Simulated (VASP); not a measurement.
# SrTiO3 (P4mm) in VASP: further runs, part 2 of 3

VASP 6.6.1. The steps go on from the part before.

## 3. Single point, PBE (mode 1 frozen in at -0.058 Å and mode 7 at +0.115 Å (largest displacements))

Contents of INCAR:

```
SYSTEM = SrTiO3
  PREC = Accurate
  ENCUT = 520
  EDIFF = 1E-6
  ISMEAR = 0
  SIGMA = 0.05
  LREAL = .FALSE.
  LASPH = .TRUE.
  NELM = 60
  ALGO = Normal
  ISIF = 2
  LWAVE = .FALSE.
  LCHARG = .FALSE.
  GGA = PE
  NBANDS = 28
```

Contents of KPOINTS:

```
regular mesh
0
G
  8 8 8
  0 0 0
```

Contents of POSCAR:

```
SrTiO3
1.0
    3.9364094381      0.0000000000      0.0000000000
    0.0000000000      3.9364094381      0.0000000000
    0.0000000000      0.0000000000      3.9364094381
Sr Ti O
1 1 3
Direct
    0.0260316622      0.0000000000      0.0000000000
    0.4804155202      0.5000000000      0.5000000000
   -0.0247969069      0.5000000000      0.5000000000
    0.4704132060      0.0000000000      0.5000000000
    0.4704132060      0.5000000000      0.0000000000
```

Potentials or basis: VASP PAW PBE potentials, release 64 (Sr_sv, Ti_sv, O).

On the command line:

```sh
cat potpaw_PBE.64/Sr_sv/POTCAR potpaw_PBE.64/Ti_sv/POTCAR potpaw_PBE.64/O/POTCAR > POTCAR
mpirun -np 1 vasp_std > vasp.out
```

OUTCAR:

```text
SYSTEM = SrTiO3
   PREC = Accurate
   ENCUT = 520
   EDIFF = 1E-6
   ISMEAR = 0
   LREAL = .FALSE.
   LASPH = .TRUE.
   NELM = 60
   ISIF = 2
   GGA = PE

 ion  position               nearest neighbor table
   1  0.026  0.000  0.000-   4 2.63   5 2.63   4 2.63   5 2.63   3 2.79   3 2.79   3 2.79   3 2.79
                             4 2.94   5 2.94   4 2.94   5 2.94   2 3.31   2 3.31   2 3.31   2 3.31
   2  0.480  0.500  0.500-   3 1.95   4 1.97   5 1.97   5 1.97   4 1.97   3 1.99   1 3.31   1 3.31
                             1 3.31   1 3.31   1 3.52   1 3.52   1 3.52   1 3.52
   3  0.975  0.500  0.500-   2 1.95   2 1.99   1 2.79   1 2.79   1 2.79   1 2.79
   4  0.470  0.000  0.500-   2 1.97   2 1.97   1 2.63   1 2.63   1 2.94   1 2.94
   5  0.470  0.500  0.000-   2 1.97   2 1.97   1 2.63   1 2.63   1 2.94   1 2.94

  LATTYP: Found a simple cubic cell.
 ALAT       =     3.9364094381

  Lattice vectors:

 A1 = (   3.9364094381,   0.0000000000,   0.0000000000)
 A2 = (   0.0000000000,   3.9364094381,   0.0000000000)
 A3 = (   0.0000000000,   0.0000000000,   3.9364094381)

Analysis of symmetry for initial positions (statically):
=====================================================================
 Subroutine PRICEL returns:
 Original cell was already a primitive cell.

 Routine SETGRP: Setting up the symmetry group for a
 simple cubic supercell.

 Subroutine GETGRP returns: Found  8 space group operations
 (whereof  8 operations were pure point group operations)
 out of a pool of 48 trial point group operations.

The static configuration has the point symmetry C_4v.

Analysis of symmetry for dynamics (positions and initial velocities):
=====================================================================
 Subroutine PRICEL returns:
 Original cell was already a primitive cell.

 Routine SETGRP: Setting up the symmetry group for a
 simple cubic supercell.

 Subroutine GETGRP returns: Found  8 space group operations
 (whereof  8 operations were pure point group operations)
 out of a pool of 48 trial point group operations.

The dynamic configuration has the point symmetry C_4v.

 Subroutine INISYM returns: Found  8 space group operations
 (whereof  8 operations are pure point group operations),
 and found     1 'primitive' translations

----------------------------------------------------------------------------------------

                                     Primitive cell

  volume of cell :      60.9959

  direct lattice vectors                    reciprocal lattice vectors
     3.936409438  0.000000000  0.000000000     0.254038615  0.000000000  0.000000000
     0.000000000  3.936409438  0.000000000     0.000000000  0.254038615  0.000000000
     0.000000000  0.000000000  3.936409438     0.000000000  0.000000000  0.254038615

  length of vectors
     3.936409438  3.936409438  3.936409438     0.254038615  0.254038615  0.254038615

  position of ions in fractional coordinates (direct lattice)
     0.026031662  0.000000000  0.000000000
     0.480415520  0.500000000  0.500000000
     0.975203093  0.500000000  0.500000000
     0.470413206  0.000000000  0.500000000
     0.470413206  0.500000000  0.000000000

[... 31 lines left out ...]

 Found     75 irreducible k-points:

 Following reciprocal coordinates:
            Coordinates               Weight
  0.000000  0.000000  0.000000      1.000000
  0.125000  0.000000  0.000000      2.000000
  0.000000  0.125000  0.000000      4.000000
  0.250000  0.000000  0.000000      2.000000
  0.000000  0.250000  0.000000      4.000000
  0.375000  0.000000  0.000000      2.000000
[... 16 lines left out ...]
  0.375000  0.250000  0.000000      8.000000
  0.000000  0.375000  0.250000      8.000000
 [... further k-points ...]
   k-points           NKPTS =     75   k-points in BZ     NKDIM =     75   number of bands    NBANDS=     28
   number of dos      NEDOS =    301   number of ions     NIONS =      5
   total plane-waves  NPLWV =  27000
   dimension x,y,z NGX =    30 NGY =   30 NGZ =   30
   dimension x,y,z NGXF=    60 NGYF=   60 NGZF=   60
   ions per type =               1   1   3
   NGX,Y,Z   is equivalent  to a cutoff of  12.67, 12.67, 12.67 a.u.
   NGXF,Y,Z  is equivalent  to a cutoff of  25.34, 25.34, 25.34 a.u.
 SYSTEM =  SrTiO3
   PREC   = accura    normal or accurate (medium, high low for compatibility)
   ISTART =      0    job   : 0-new  1-cont  2-samecut
   ICHARG =      2    charge: 1-file 2-atom 10-const
   ISPIN  =      1    spin polarized calculation?
   LNONCOLLINEAR =      F non collinear calculations
   LSORBIT =      F    spin-orbit coupling
   LASPH  =      T    aspherical Exc in radial PAW
   ENCUT  =  520.0 eV  38.22 Ry    6.18 a.u.   7.32  7.32  7.32*2*pi/ulx,y,z
   NELM   =     60;   NELMIN=  2; NELMDL= -5     # of ELM steps
   EDIFF  = 0.1E-05   stopping-criterion for ELM
   LREAL  =      F    real-space projection
   EDIFFG = 0.1E-04   stopping-criterion for IOM
   NSW    =      0    number of steps for IOM
   IBRION =     -1    ionic relax: 0-MD 1-quasi-New 2-CG
   NFREE  =      0    steps in history (QN), initial steepest desc. (CG)
   ISIF   =      2    stress and relaxation
   ISYM   =      2    0-nonsym 1-usesym 2-fastsym
   POTIM  = 0.5000    time-step for ionic-motion
   TEBEG  =    0.0;   TEEND  =   0.0 temperature during run
   PSTRESS=    0.0 pullay stress
   NELECT =      40.0000    total number of electrons
   NUPDOWN=      -1.0000    fix difference up-down
   EMIN   =  10.00;   EMAX   =-10.00  energy-range for DOS
   EFERMI =   0.00;   METHOD = LEGACY
   ISMEAR =     0;   SIGMA  =   0.05  broadening in eV -4-tet -1-fermi 0-gaus
   EFERMI_NEDOS =   21; number of points for ismear=-14 and -15
   IALGO  =     38    algorithm
   IMIX   =      4    mixing-type and parameters
     AMIX     =   0.40;   BMIX     =  1.00
     AMIX_MAG =   1.60;   BMIX_MAG =  1.00
  volume/ion in A,a.u.               =      12.20        82.32
  Fermi-wavevector in a.u.,A,eV,Ry     =   1.422311  2.687778 27.524158  2.022969
  Thomas-Fermi vector in A             =   2.543028
   LORBIT       =      0    0 simple, 1 ext, 2 COOP (PROOUT), +10 PAW based schemes
   GGA     = PE    functional components
   LHFCALC =     F    Hartree Fock is set to
   AEXX    =    0.0000 exact exchange contribution
   IVDW    =     0    specifies the selected vdW correction
   LEPSILON=     F    determine dielectric tensor
   LRPA    =     F    only Hartree local field effects (RPA)
 non-spin polarized calculation
 Gauss-broadening in eV      SIGMA  =   0.05
  energy-cutoff  :      520.00
  volume of cell :       61.00
 maximum number of plane-waves:      1671
 NGX is ok and might be reduce to    30
   NGX = 15   NGY = 15   NGZ = 15

 number of electron      39.9999994 magnetization

 Free energy of the ion-electron system (eV)
  ---------------------------------------------------
  ext. energy  EPLUGINS =         0.00000000
  ---------------------------------------------------
  free energy    TOTEN  =       -40.04434083 eV

  energy without entropy =      -40.04434083  energy(sigma->0) =      -40.04434083

 E-fermi :   4.3264     XC(G=0): -11.1317

 val. band max:        3.9391822505   @ k =   0.5000   0.5000   0.5000
 cond. band min:       5.7348160138   @ k =   0.0000   0.0000   0.0000
 fundamental gap:      1.7956337633
 Fermi energy:         4.3263980323

 k-point     1 :       0.0000    0.0000    0.0000
  band No.  band energies     occupation
      1     -52.6184      2.00000
      2     -28.8639      2.00000
      3     -28.8530      2.00000
      4     -28.8530      2.00000
      5     -28.8150      2.00000
      6     -13.4235      2.00000
[... 733 lines left out ...]
     27      11.9154      0.00000
     28      12.1576      0.00000

 [... further k-points ...]

------------------------ aborting loop because EDIFF is reached ----------------------------------------

  FORCE on cell =-STRESS in cart. coord.  units (eV):
  Direction    XX          YY          ZZ          XY          YZ          ZX
  --------------------------------------------------------------------------------------
  -------------------------------------------------------------------------------------
  Total        0.6545593      0.6076084      0.6076084      0.0000000      0.0000000      0.0000000
  in kB       17.1932827     15.9600237     15.9600237      0.0000000      0.0000000      0.0000000
  external PRESSURE =      16.3711100 kB  Pullay stress =       0.0000000 kB

 VOLUME and BASIS-vectors are now :
 -----------------------------------------------------------------------------
  energy-cutoff  :      520.00
  volume of cell :       61.00
      direct lattice vectors                 reciprocal lattice vectors
     3.936409438  0.000000000  0.000000000     0.254038615  0.000000000  0.000000000
     0.000000000  3.936409438  0.000000000     0.000000000  0.254038615  0.000000000
     0.000000000  0.000000000  3.936409438     0.000000000  0.000000000  0.254038615

 POSITION                                       TOTAL-FORCE (eV/Angst)
 -----------------------------------------------------------------------------------
      0.10247      0.00000      0.00000        -0.664772      0.000000     -0.000000
      1.89111      1.96820      1.96820         0.550404      0.000000      0.000000
      3.83880      1.96820      1.96820        -0.018469      0.000000     -0.000000
      1.85174      0.00000      1.96820         0.066418     -0.000000     -0.000000
      1.85174      1.96820      0.00000         0.066418      0.000000      0.000000
 -----------------------------------------------------------------------------------
    total drift:                               -0.000100     -0.000000      0.000002

  FREE ENERGIE OF THE ION-ELECTRON SYSTEM (eV)
  ---------------------------------------------------
  free  energy   TOTEN  =       -40.0443408310 eV

  energy  without entropy=      -40.0443408310  energy(sigma->0) =      -40.04434083
```

OSZICAR:

```text
N       E                     dE             d eps       ncg     rms          rms(c)
DAV:   1     0.430368361201E+03    0.43037E+03   -0.21269E+04  4200   0.158E+03
DAV:   2    -0.420729752259E+01   -0.43458E+03   -0.41478E+03  4764   0.437E+02
DAV:   3    -0.482201967715E+02   -0.44013E+02   -0.43634E+02  5740   0.135E+02
DAV:   4    -0.504329072019E+02   -0.22127E+01   -0.22076E+01  6412   0.259E+01
DAV:   5    -0.504932686899E+02   -0.60361E-01   -0.60346E-01  5784   0.349E+00    0.264E+01
DAV:   6    -0.401228007620E+02    0.10370E+02   -0.53954E+01  5960   0.642E+01    0.148E+01
DAV:   7    -0.401422977097E+02   -0.19497E-01   -0.84328E+00  5584   0.219E+01    0.109E+01
DAV:   8    -0.400981322858E+02    0.44165E-01   -0.14371E+00  5044   0.125E+01    0.315E+00
DAV:   9    -0.400585111881E+02    0.39621E-01   -0.31939E-01  5416   0.481E+00    0.125E+00
DAV:  10    -0.400496320473E+02    0.88791E-02   -0.99653E-02  5408   0.233E+00    0.679E-01
DAV:  11    -0.400443937867E+02    0.52383E-02   -0.22968E-02  6716   0.134E+00    0.134E-01
DAV:  12    -0.400443538358E+02    0.39951E-04   -0.14693E-03  5068   0.398E-01    0.122E-01
DAV:  13    -0.400443694278E+02   -0.15592E-04   -0.16295E-04  6560   0.110E-01    0.534E-02
DAV:  14    -0.400443455404E+02    0.23887E-04   -0.35642E-04  4988   0.110E-01    0.337E-02
DAV:  15    -0.400443405417E+02    0.49987E-05   -0.54157E-05  5532   0.642E-02    0.117E-02
DAV:  16    -0.400443408310E+02   -0.28926E-06   -0.27943E-06  4364   0.139E-02
   1 F= -.40044341E+02 E0= -.40044341E+02  d E =-.118948E-29
```

stdout:

```text
POSCAR found type information on POSCAR SrTiO
 POSCAR found :  3 types and       5 ions
 scaLAPACK will be used
 LDA part: xc-table for (Slater+PW92), standard interpolation
 POSCAR, INCAR and KPOINTS ok, starting setup
 FFT: planning ... GRIDC
 FFT: planning ... GRID_SOFT
 FFT: planning ... GRID
 WAVECAR not read
 entering main loop
```

Run time: 85 s. Hardware: 1 thread of Intel Xeon Platinum 8488C (Sapphire Rapids), shared host; peak memory 0.25 GiB.

Results:

* Free energy: -40.0443 eV
* Pressure: 1.6 GPa
* Largest force: 0.665 eV/Å
* Band gap on the k mesh: 1.80 eV, indirect (least direct gap 2.17 eV)

Forces on the atoms (eV/Å):
```
Sr  -0.665  0.000  0.000
Ti   0.550  0.000  0.000
O   -0.018  0.000  0.000
O    0.066  0.000  0.000
O    0.066  0.000  0.000
```

Levels at points of the mesh, in eV from the valence-band top:
```
           k point  band 17  band 18  band 19  band 20  band 21  band 22  band 23  band 24
(0.00, 0.00, 0.00)    -1.17    -0.39    -0.39    -0.37     1.80     1.87     1.87     4.14
(0.50, 0.00, 0.00)    -2.27    -1.93    -0.75    -0.75     1.95     3.68     3.68     4.15
(0.00, 0.50, 0.00)    -2.32    -1.79    -0.73    -0.72     1.99     3.63     3.65     4.16
(0.50, 0.50, 0.00)    -1.74    -1.56    -1.53    -0.05     3.65     3.69     4.12     5.08
(0.00, 0.50, 0.50)    -1.71    -1.51    -1.51    -0.16     3.66     3.66     4.11     5.07
(0.50, 0.50, 0.50)    -3.63    -0.07     0.00     0.00     4.30     4.31     4.31     6.92
```

Caveat: the cell differs from its parent crystal (mode 1 frozen in at -0.058 Å and mode 7 at +0.115 Å (largest displacements)). A k mesh can miss the band edges.

## 4. Single point, PBE (mode 1 frozen in at -0.077 Å and mode 7 at +0.058 Å (largest displacements))

Contents of INCAR:

```
PREC = Accurate
ENCUT = 520
EDIFF = 1E-7
ISMEAR = 0
SIGMA = 0.05
LREAL = False
LASPH = True
NELM = 100
ALGO = Normal
ISIF = 2
LWAVE = False
LCHARG = True
GGA = PE
LELF = True
LVHAR = True
NBANDS = 28
```

Contents of KPOINTS:

```
regular mesh
0
Gamma
  8 8 8
```

Contents of POSCAR:

```
SrTiO3
1.0
    3.9364094381      0.0000000000      0.0000000000
    0.0000000000      3.9364094381      0.0000000000
    0.0000000000      0.0000000000      3.9364094381
Sr Ti O
1 1 3
Direct
    0.0147246447      0.0000000000      0.0000000000
    0.4982750673      0.5000000000      0.5000000000
   -0.0245923069      0.5000000000      0.5000000000
    0.4745561068      0.0000000000      0.5000000000
    0.4745561068      0.5000000000      0.0000000000
```

On the command line:

```sh
cat potpaw_PBE.64/Sr_sv/POTCAR potpaw_PBE.64/Ti_sv/POTCAR potpaw_PBE.64/O/POTCAR > POTCAR
mpirun -np 1 vasp_std > vasp.out
```

Run time: 97 s. Hardware: 1 thread of Intel Xeon Platinum 8488C (Sapphire Rapids), shared host; peak memory 0.25 GiB.

Results (log left out):

* Free energy: -40.0950 eV
* Pressure: 1.5 GPa
* Largest force: 0.279 eV/Å
* Band gap on the k mesh: 1.87 eV, indirect (least direct gap 2.31 eV)

Forces in eV/Å, atoms in the order of the input:
```
Sr  -0.279  0.000  0.000
Ti   0.211  0.000  0.000
O    0.074  0.000  0.000
O   -0.003  0.000  0.000
O   -0.003  0.000  0.000
```

Stress tensor (GPa, compression positive):
```
2.54 0.00 0.00
0.00 0.94 0.00
0.00 0.00 0.94
```

Levels at points of the mesh, in eV from the valence-band top:
```tsv
k point	band 16	band 17	band 18	band 19	band 20	band 21	band 22	band 23	band 24	band 25
(0.00, 0.00, 0.00)	-1.21	-1.15	-0.44	-0.44	-0.44	1.87	2.06	2.06	4.22	4.31
(0.50, 0.00, 0.00)	-2.33	-2.33	-1.91	-0.70	-0.70	2.03	3.77	3.77	4.23	6.39
(0.00, 0.50, 0.00)	-2.26	-2.18	-1.91	-0.85	-0.78	2.18	3.68	3.71	4.29	6.27
(0.50, 0.50, 0.00)	-2.73	-1.69	-1.52	-1.51	-0.09	3.70	3.78	4.16	5.15	7.74
(0.00, 0.50, 0.50)	-2.74	-1.71	-1.55	-1.55	-0.09	3.72	3.72	4.16	5.08	7.84
(0.50, 0.50, 0.50)	-3.65	-3.61	-0.02	-0.02	0.00	4.34	4.36	4.36	6.83	6.93
```

Caveat: the cell differs from its parent crystal (mode 1 frozen in at -0.077 Å and mode 7 at +0.058 Å (largest displacements)).

## 5. Single point, PBE (mode 1 frozen in at -0.096 Å and mode 7 at +0.173 Å (largest displacements))

Contents of INCAR:

```
PREC     = Accurate       # precision mode
ENCUT    = 520            # plane-wave cutoff, eV
EDIFF    = 1E-6           # SCF threshold, eV
ISMEAR   = 0              # smearing method
SIGMA    = 0.05           # smearing width, eV
LREAL    = False          # projectors in reciprocal space
LASPH    = True           # aspherical terms in the spheres
NELM     = 100            # most SCF steps
ALGO     = Normal         # electronic algorithm
ISIF     = 2              # what is computed and relaxed
LWAVE    = False          # write WAVECAR
LCHARG   = True           # write CHGCAR
GGA      = PE             # functional
LELF     = True           # ELF
LVHAR    = True         
NBANDS   = 28             # bands
```

KPOINTS is that of step 4.

Contents of POSCAR:

```
SrTiO3
1.0
    3.9364094381      0.0000000000      0.0000000000
    0.0000000000      3.9364094381      0.0000000000
    0.0000000000      0.0000000000      3.9364094381
Sr Ti O
1 1 3
Direct
    0.0393892560      0.0000000000      0.0000000000
    0.4722367418      0.5000000000      0.5000000000
   -0.0396341310      0.5000000000      0.5000000000
    0.4534897098      0.0000000000      0.5000000000
    0.4534897098      0.5000000000      0.0000000000
```

On the command line:

```sh
cat potpaw_PBE.64/Sr_sv/POTCAR potpaw_PBE.64/Ti_sv/POTCAR potpaw_PBE.64/O/POTCAR > POTCAR
mpirun -np 1 vasp_std > vasp.out
```

It took 59 s on 1 thread of Intel Xeon 6975P-C (Granite Rapids), shared host; peak memory 0.26 GiB.

Results (log left out):

| Item | Value |
| --- | --- |
| Free energy | -39.9635 eV |
| Pressure | 3.0 GPa |
| Largest force | 1.108 eV/Å |
| Band gap on the k mesh | 1.79 eV, indirect (least direct gap 2.18 eV) |

Forces on the atoms (eV/Å):
```
Sr  -1.108  0.000  0.000
Ti   0.834  0.000  0.000
O   -0.039  0.000  0.000
O    0.156  0.000  0.000
O    0.156  0.000  0.000
```

Stress tensor (GPa, compression positive):
```
3.27 0.00 0.00
0.00 2.84 0.00
0.00 0.00 2.84
```

Levels at points of the mesh, in eV from the valence-band top:
```
           k point  band 17  band 18  band 19  band 20  band 21  band 22  band 23  band 24
(0.00, 0.00, 0.00)    -1.22    -0.42    -0.42    -0.39     1.79     1.98     1.98     4.16
(0.50, 0.00, 0.00)    -2.26    -1.95    -0.76    -0.76     1.94     3.72     3.72     4.17
(0.00, 0.50, 0.00)    -2.28    -1.69    -0.74    -0.71     2.06     3.61     3.65     4.20
(0.50, 0.50, 0.00)    -1.72    -1.57    -1.50    -0.01     3.63     3.74     4.14     5.10
(0.00, 0.50, 0.50)    -1.66    -1.46    -1.46    -0.25     3.66     3.66     4.12     5.05
(0.50, 0.50, 0.50)    -3.59    -0.17     0.00     0.00     4.30     4.32     4.32     7.01
```

Caveat: the cell differs from its parent crystal (mode 1 frozen in at -0.096 Å and mode 7 at +0.173 Å (largest displacements)); forces of over 1 eV/Å act on the atoms, so gaps and moduli don't describe the material at rest.

[end of part 2 of 3]
